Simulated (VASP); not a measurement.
# AsSe3 (Fm-3m) in VASP: a series of runs

The runs below take AsSe3 through single point, relaxation of cell and atoms, with PBE.

Program: VASP 6.6.1. These are calculated values, not measurements. Logs are shortened: lines on timing, memory, paths and dates and some standing lists are left out, and cuts for length are marked.

## Step 1: The cell of the first run

Symmetry: Fm-3m, No. 225, cubic system. The conventional cell has a = 6.859 Å, b = 6.859 Å, c = 6.859 Å, α = 90.00°, β = 90.00°, γ = 90.00°. Within 3.9 Å of As (site symmetry m-3m) lie 14 Se at 2.97 to 3.43 Å. Se (site symmetry -43m) has 4 As at 2.97 Å and 10 Se at 2.97 to 3.43 Å within 3.9 Å. Within 3.9 Å of Se (site symmetry m-3m) lie 8 Se at 2.97 Å and 6 As at 3.43 Å.

The cell was built from a structure type or drawn by symmetry, and may not be a known phase.

## Step 2: Single point, PBE

The input, INCAR:

```
SYSTEM = AsSe3
PREC     = Accurate       ! precision mode
ENCUT    = 520            ! plane-wave cutoff, eV
EDIFF    = 1E-6           ! SCF threshold, eV
ISMEAR   = 0              ! smearing method
SIGMA    = 0.1            ! smearing width, eV
LREAL    = .FALSE.        ! projectors in reciprocal space
LASPH    = .TRUE.         ! aspherical terms in the spheres
NELM     = 60             ! most SCF steps
ALGO     = Normal         ! electronic algorithm
ISIF     = 2              ! what is computed and relaxed
LWAVE    = .FALSE.        ! write WAVECAR
LCHARG   = .FALSE.        ! write CHGCAR
GGA      = PE             ! functional
NBANDS   = 20             ! bands
```

The input, KPOINTS:

```
regular mesh
0
G
  4 4 4
  0 0 0
```

The input, POSCAR:

```
AsSe3
1.0
    0.0000000000      3.4293410130      3.4293410130
    3.4293410130      0.0000000000      3.4293410130
    3.4293410130      3.4293410130      0.0000000000
As Se
1 3
Direct
    0.0000000000      0.0000000000      0.0000000000
    0.2500000000      0.2500000000      0.2500000000
    0.7500000000      0.7500000000      0.7500000000
    0.5000000000      0.5000000000      0.5000000000
```

Potentials or basis: VASP PAW PBE potentials, release 64 (As, Se).

The run is started by

```sh
$ cat potpaw_PBE.64/As/POTCAR potpaw_PBE.64/Se/POTCAR > POTCAR
$ mpirun -np 1 vasp_std > vasp.out
```

OUTCAR:

```text
SYSTEM = AsSe3
   PREC = Accurate
   ENCUT = 520
   EDIFF = 1E-6
   ISMEAR = 0
   LREAL = .FALSE.
   LASPH = .TRUE.
   NELM = 60
   ISIF = 2
   GGA = PE

 ion  position               nearest neighbor table
   1  0.000  0.000  0.000-
   2  0.250  0.250  0.250-
   3  0.750  0.750  0.750-
   4  0.500  0.500  0.500-

  LATTYP: Found a face centered cubic cell.
 ALAT       =     6.8586820260

  Lattice vectors:

 A1 = (   0.0000000000,   3.4293410130,   3.4293410130)
 A2 = (   3.4293410130,   0.0000000000,   3.4293410130)
 A3 = (   3.4293410130,   3.4293410130,   0.0000000000)

Analysis of symmetry for initial positions (statically):
=====================================================================
 Subroutine PRICEL returns:
 Original cell was already a primitive cell.

 Routine SETGRP: Setting up the symmetry group for a
 face centered cubic supercell.

 Subroutine GETGRP returns: Found 48 space group operations
 (whereof 48 operations were pure point group operations)
 out of a pool of 48 trial point group operations.

The static configuration has the point symmetry O_h .

Analysis of symmetry for dynamics (positions and initial velocities):
=====================================================================
 Subroutine PRICEL returns:
 Original cell was already a primitive cell.

 Routine SETGRP: Setting up the symmetry group for a
 face centered cubic supercell.

 Subroutine GETGRP returns: Found 48 space group operations
 (whereof 48 operations were pure point group operations)
 out of a pool of 48 trial point group operations.

The dynamic configuration has the point symmetry O_h .

 Subroutine INISYM returns: Found 48 space group operations
 (whereof 48 operations are pure point group operations),
 and found     1 'primitive' translations

----------------------------------------------------------------------------------------

                                     Primitive cell

  volume of cell :      80.6607

  direct lattice vectors                    reciprocal lattice vectors
     0.000000000  3.429341013  3.429341013    -0.145800607  0.145800607  0.145800607
     3.429341013  0.000000000  3.429341013     0.145800607 -0.145800607  0.145800607
     3.429341013  3.429341013  0.000000000     0.145800607  0.145800607 -0.145800607

  length of vectors
[... 67 lines left out ...]
   ENCUT  =  520.0 eV  38.22 Ry    6.18 a.u.   9.02  9.02  9.02*2*pi/ulx,y,z
   NELM   =     60;   NELMIN=  2; NELMDL= -5     # of ELM steps
   EDIFF  = 0.1E-05   stopping-criterion for ELM
   LREAL  =      F    real-space projection
   EDIFFG = 0.1E-04   stopping-criterion for IOM
   NSW    =      0    number of steps for IOM
   IBRION =     -1    ionic relax: 0-MD 1-quasi-New 2-CG
   NFREE  =      0    steps in history (QN), initial steepest desc. (CG)
   ISIF   =      2    stress and relaxation
   ISYM   =      2    0-nonsym 1-usesym 2-fastsym
   POTIM  = 0.5000    time-step for ionic-motion
   TEBEG  =    0.0;   TEEND  =   0.0 temperature during run
   PSTRESS=    0.0 pullay stress
   NELECT =      23.0000    total number of electrons
   NUPDOWN=      -1.0000    fix difference up-down
   EMIN   =  10.00;   EMAX   =-10.00  energy-range for DOS
   EFERMI =   0.00;   METHOD = LEGACY
   ISMEAR =     0;   SIGMA  =   0.10  broadening in eV -4-tet -1-fermi 0-gaus
   EFERMI_NEDOS =   21; number of points for ismear=-14 and -15
   IALGO  =     38    algorithm
   IMIX   =      4    mixing-type and parameters
     AMIX     =   0.40;   BMIX     =  1.00
     AMIX_MAG =   1.60;   BMIX_MAG =  1.00
  volume/ion in A,a.u.               =      20.17       136.08
  Fermi-wavevector in a.u.,A,eV,Ry     =   1.077532  2.036240 15.797382  1.161075
  Thomas-Fermi vector in A             =   2.213446
   LORBIT       =      0    0 simple, 1 ext, 2 COOP (PROOUT), +10 PAW based schemes
   GGA     = PE    functional components
   LHFCALC =     F    Hartree Fock is set to
   AEXX    =    0.0000 exact exchange contribution
   IVDW    =     0    specifies the selected vdW correction
   LEPSILON=     F    determine dielectric tensor
   LRPA    =     F    only Hartree local field effects (RPA)
 non-spin polarized calculation
 Gauss-broadening in eV      SIGMA  =   0.10
  energy-cutoff  :      520.00
  volume of cell :       80.66
 maximum number of plane-waves:      2200
   NGX = 17   NGY = 17   NGZ = 17

 number of electron      23.0000003 magnetization

 Free energy of the ion-electron system (eV)
  ---------------------------------------------------
  ext. energy  EPLUGINS =         0.00000000
  ---------------------------------------------------
  free energy    TOTEN  =       -13.03768387 eV

  energy without entropy =      -13.01630924  energy(sigma->0) =      -13.02699656

 E-fermi :   5.7450     XC(G=0): -10.5996

 val. band max:        5.7442861009   @ k =   0.5000   0.5000   0.0000
 cond. band min:       5.7711647388   @ k =   0.2500   0.0000   0.0000
 fundamental gap:      0.0268786378
 Fermi energy:         5.7449623498

 k-point     1 :       0.0000    0.0000    0.0000
  band No.  band energies     occupation
      1     -10.2284      2.00000
      2      -6.2784      2.00000
      3      -5.6115      2.00000
      4      -3.0995      2.00000
      5       1.9027      2.00000
      6       1.9027      2.00000
[... 173 lines left out ...]
     19      14.1143      0.00000
     20      14.2893      0.00000

------------------------ aborting loop because EDIFF is reached ----------------------------------------

  FORCE on cell =-STRESS in cart. coord.  units (eV):
  Direction    XX          YY          ZZ          XY          YZ          ZX
  --------------------------------------------------------------------------------------
  -------------------------------------------------------------------------------------
  Total       -0.0331114     -0.0331114     -0.0331114      0.0000000      0.0000000      0.0000000
  in kB       -0.6576969     -0.6576969     -0.6576969      0.0000000      0.0000000      0.0000000
  external PRESSURE =      -0.6576969 kB  Pullay stress =       0.0000000 kB

 VOLUME and BASIS-vectors are now :
 -----------------------------------------------------------------------------
  energy-cutoff  :      520.00
  volume of cell :       80.66
      direct lattice vectors                 reciprocal lattice vectors
     0.000000000  3.429341013  3.429341013    -0.145800607  0.145800607  0.145800607
     3.429341013  0.000000000  3.429341013     0.145800607 -0.145800607  0.145800607
     3.429341013  3.429341013  0.000000000     0.145800607  0.145800607 -0.145800607

 POSITION                                       TOTAL-FORCE (eV/Angst)
 -----------------------------------------------------------------------------------
      0.00000      0.00000      0.00000         0.000000     -0.000000      0.000000
      1.71467      1.71467      1.71467        -0.000000      0.000000      0.000000
      5.14401      5.14401      5.14401         0.000000      0.000000     -0.000000
      3.42934      3.42934      3.42934         0.000000     -0.000000      0.000000
 -----------------------------------------------------------------------------------
    total drift:                                0.000000      0.000000      0.000000

  FREE ENERGIE OF THE ION-ELECTRON SYSTEM (eV)
  ---------------------------------------------------
  free  energy   TOTEN  =       -13.0376838664 eV

  energy  without entropy=      -13.0163092449  energy(sigma->0) =      -13.02699656
```

Wall time 18 s (1 thread of Intel Xeon Platinum 8259CL at 2.50GHz (Skylake/Cascade Lake), shared host); peak memory 0.2 GiB.

What came out:

| Property | Result |
| --- | --- |
| Free energy | -13.0377 eV |
| Pressure | -0.1 GPa |
| Band gap on the k mesh | zero (an odd number of electrons rules out a gap without spin polarisation) |

Caveat: the k points lie up to 0.40 Å⁻¹ apart, too coarse for converged energies and pressures of a metal.

## Step 3: Single point, PBE

This run uses another cell than the first one, of 36.21 Å³/atom.

The input, INCAR:

```
PREC = Accurate
ENCUT = 520
EDIFF = 1E-6
ISMEAR = 0
SIGMA = 0.1
LREAL = F
LASPH = T
NELM = 100
ALGO = Normal
ISIF = 2
LWAVE = F
LCHARG = F
GGA = PE
NBANDS = 20
```

The input, KPOINTS:

```
regular mesh
0
Gamma
  4 4 4
```

The input, POSCAR:

```
AsSe3
1.0
    0.0000000000      4.1683490600      4.1683490600
    4.1683490600      0.0000000000      4.1683490600
    4.1683490600      4.1683490600      0.0000000000
As Se
1 3
Direct
    0.0000000000      0.0000000000      0.0000000000
    0.2500000000      0.2500000000      0.2500000000
    0.7500000000      0.7500000000      0.7500000000
    0.5000000000      0.5000000000      0.5000000000
```

Potentials or basis: VASP PAW PBE potentials, release 64 (As, Se).

The run is started by

```sh
$ cat potpaw_PBE.64/As/POTCAR potpaw_PBE.64/Se/POTCAR > POTCAR
$ mpirun -np 1 vasp_std > vasp.out
```

It took 45 s on 1 thread of Intel Xeon Platinum 8259CL at 2.50GHz (Skylake/Cascade Lake), shared host; peak memory 0.32 GiB.

Results (log left out):

```yaml
Free_energy: -9.2369 eV
Pressure: -10.5 GPa
Band_gap_on_the_k_mesh: zero (an odd number of electrons rules out a gap without spin polarisation)
```

Levels at points of the mesh, in eV from the Fermi level:
```csv
k point,band 8,band 9,band 10,band 11,band 12,band 13,band 14,band 15,band 16,band 17
"(0.00, 0.00, 0.00)",-1.51,-1.51,-1.51,-1.22,-1.22,-1.22,1.32,1.32,1.32,5.82
"(0.50, 0.00, 0.00)",-1.88,-1.73,-1.63,0.28,0.28,0.30,0.74,0.74,0.75,8.67
"(0.50, 0.50, 0.00)",-1.34,-0.34,-0.34,-0.12,-0.08,-0.08,0.28,1.15,1.15,6.54
```

Caveat: the cell stands under tension.

## Step 4: Relaxation of cell and atoms, PBE

This run uses another cell than the first one, of 36.21 Å³/atom.

The input, INCAR:

```
ALGO = Normal
EDIFF = 1E-7
EDIFFG = -0.04
ENCUT = 600
GGA = PE
IBRION = 2
ISIF = 3
ISMEAR = 0
LASPH = True
LCHARG = False
LREAL = False
LWAVE = False
NELM = 60
NSW = 90
PREC = Accurate
SIGMA = 0.1
```

The input, KPOINTS:

```
k-points
0
Gamma
  4 4 4
```

POSCAR is that of step 3.

Potentials or basis: VASP PAW PBE potentials, release 64 (As, Se).

The run is started by

```sh
$ cat potpaw_PBE.64/As/POTCAR potpaw_PBE.64/Se/POTCAR > POTCAR
$ mpirun -np 1 vasp_std > vasp.out
```

OUTCAR:

```text
EDIFF = 1E-7
   EDIFFG = -0.04
   ENCUT = 600
   GGA = PE
   IBRION = 2
   ISIF = 3
   ISMEAR = 0
   LASPH = True
   LREAL = False
   NELM = 60
   NSW = 90
   PREC = Accurate

 ion  position               nearest neighbor table
   1  0.000  0.000  0.000-
   2  0.250  0.250  0.250-
   3  0.750  0.750  0.750-
   4  0.500  0.500  0.500-

  LATTYP: Found a face centered cubic cell.
 ALAT       =     8.3366981200

  Lattice vectors:

 A1 = (   0.0000000000,   4.1683490600,   4.1683490600)
 A2 = (   4.1683490600,   0.0000000000,   4.1683490600)
 A3 = (   4.1683490600,   4.1683490600,   0.0000000000)

Analysis of symmetry for initial positions (statically):
=====================================================================
 Subroutine PRICEL returns:
 Original cell was already a primitive cell.

 Routine SETGRP: Setting up the symmetry group for a
[... 213 lines left out ...]
      9       0.6559      2.00000
     10       0.6559      2.00000
     11       1.1954      2.00000
     12       1.1954      2.00000
     13       1.1954      2.00000
     14       5.8176      0.00000
[... 238 lines left out ...]
--------------------------------------- Ionic step        5  -------------------------------------------

 number of electron      22.9999999 magnetization

 Free energy of the ion-electron system (eV)
  ---------------------------------------------------
  ext. energy  EPLUGINS =         0.00000000
  ---------------------------------------------------
  free energy    TOTEN  =       -13.03937233 eV

  energy without entropy =      -13.01797802  energy(sigma->0) =      -13.02867517

 E-fermi :   5.7318     XC(G=0): -10.5947

 val. band max:        5.7306436049   @ k =   0.5000   0.5000   0.0000
 cond. band min:       5.7581875161   @ k =   0.2500   0.0000   0.0000
 fundamental gap:      0.0275439113
 Fermi energy:         5.7317531085

 k-point     1 :       0.0000    0.0000    0.0000
  band No.  band energies     occupation
      1     -10.2320      2.00000
      2      -6.2903      2.00000
      3      -5.6247      2.00000
      4      -3.1156      2.00000
      5       1.8955      2.00000
      6       1.8955      2.00000
      7       1.8955      2.00000
      8       2.0581      2.00000
      9       2.0581      2.00000
     10       2.0581      2.00000
     11       2.8927      2.00000
     12       2.8927      2.00000
     13       2.8927      2.00000
     14       9.2924      0.00000
[... 156 lines left out ...]
  FREE ENERGIE OF THE ION-ELECTRON SYSTEM (eV)
  ---------------------------------------------------
  free  energy   TOTEN  =       -13.0393723297 eV

  energy  without entropy=      -13.0179780160  energy(sigma->0) =      -13.02867517

 reached required accuracy - stopping structural energy minimisation
```

It took 2.6 min on 1 thread of Intel Xeon Platinum 8259CL at 2.50GHz (Skylake/Cascade Lake), shared host; peak memory 0.34 GiB.

Results:

- Free energy: -13.0394 eV
- Relaxed volume: 20.19 Å³/atom
- Relaxed cell: a = 4.852 Å, b = 4.852 Å, c = 4.852 Å, α = 60.00°, β = 60.00°, γ = 60.00°
- Space group after relaxing (to 0.1 Å): Fm-3m (No. 225)
- Energy gained by relaxing: 950.6 meV/atom
- Ionic steps: 5
- Pressure after relaxing: -0.1 GPa
- Band gap on the k mesh: zero (an odd number of electrons rules out a gap without spin polarisation)

The path:
```tsv
step	energy change (eV)	largest force (eV/Å)	pressure (GPa)	volume (Å³)
1	0.0000	0.0000	-10.51	144.85
2	-3.0420	0.0000	-9.78	100.55
3	-3.7906	0.0000	-1.82	82.67
4	-3.8001	0.0000	0.89	79.69
5	-3.8025	0.0000	-0.14	80.75
```

Final structure:
```
As Se
1.0
     0.00000    3.43057    3.43057
     3.43057    0.00000    3.43057
     3.43057    3.43057    0.00000
As Se
1 3
Direct
  0.00000 0.00000 0.00000
  0.25000 0.25000 0.25000
  0.75000 0.75000 0.75000
  0.50000 0.50000 0.50000
```

Levels at points of the mesh, in eV from the Fermi level:
```tsv
k point	band 9	band 10	band 11	band 12	band 13	band 14	band 15
(0.00, 0.00, 0.00)	-3.67	-3.67	-2.84	-2.84	-2.84	3.56	3.56
(0.50, 0.00, 0.00)	-2.82	-2.69	0.40	0.40	1.21	1.21	1.22
(0.50, 0.50, 0.00)	-0.75	-0.75	-0.21	-0.21	0.00	0.95	2.71
```

Caveat: the volume moved by over 15 % at a fixed basis, so the end points are rough.

## Step 5: Single point, PBE

This run uses another cell than the first one, of 20.08 Å³/atom.

The input, INCAR:

```
SYSTEM = AsSe3
ALGO = Normal ; EDIFF = 1E-6
ENCUT = 520 ; GGA = PE
ISIF = 2 ; ISMEAR = 0
LASPH = .True. ; LCHARG = .False.
LREAL = .False. ; LWAVE = .False.
NBANDS = 20 ; NELM = 80
PREC = Accurate ; SIGMA = 0.1
```

The input, KPOINTS:

```
k-points
0
Gamma
  12 12 12
  0 0 0
```

The input, POSCAR:

```
AsSe3
1.0
    0.0000000000      3.4246167904      3.4246167904
    3.4246167904      0.0000000000      3.4246167904
    3.4246167904      3.4246167904      0.0000000000
As Se
1 3
Direct
    0.0000000000      0.0000000000      0.0000000000
    0.2500000000      0.2500000000      0.2500000000
    0.7500000000      0.7500000000      0.7500000000
    0.5000000000      0.5000000000      0.5000000000
```

The run is started by

```sh
$ cat potpaw_PBE.64/As/POTCAR potpaw_PBE.64/Se/POTCAR > POTCAR
$ mpirun -np 1 vasp_std > vasp.out
```

Run time: 99 s. Hardware: 1 thread of Intel Xeon Platinum 8259CL at 2.50GHz (Skylake/Cascade Lake), shared host; peak memory 0.26 GiB.

The run converged. Its results:

```
Free energy            : -13.1446 eV
Pressure               : 0.0 GPa
Band gap on the k mesh : zero (an odd number of electrons rules out a gap without spin polarisation)
```

Levels at points of the mesh, in eV from the Fermi level:
```
           k point  band 8  band 9  band 10  band 11  band 12  band 13  band 14  band 15
(0.00, 0.00, 0.00)   -3.65   -3.65    -3.65    -2.81    -2.81    -2.81     3.64     3.64
(0.50, 0.00, 0.00)   -4.34   -2.78    -2.66     0.44     0.44     1.26     1.26     1.28
(0.50, 0.50, 0.00)   -1.83   -0.73    -0.73    -0.15    -0.15     0.03     1.02     2.77
```

(Continued in part 2 of 2.)
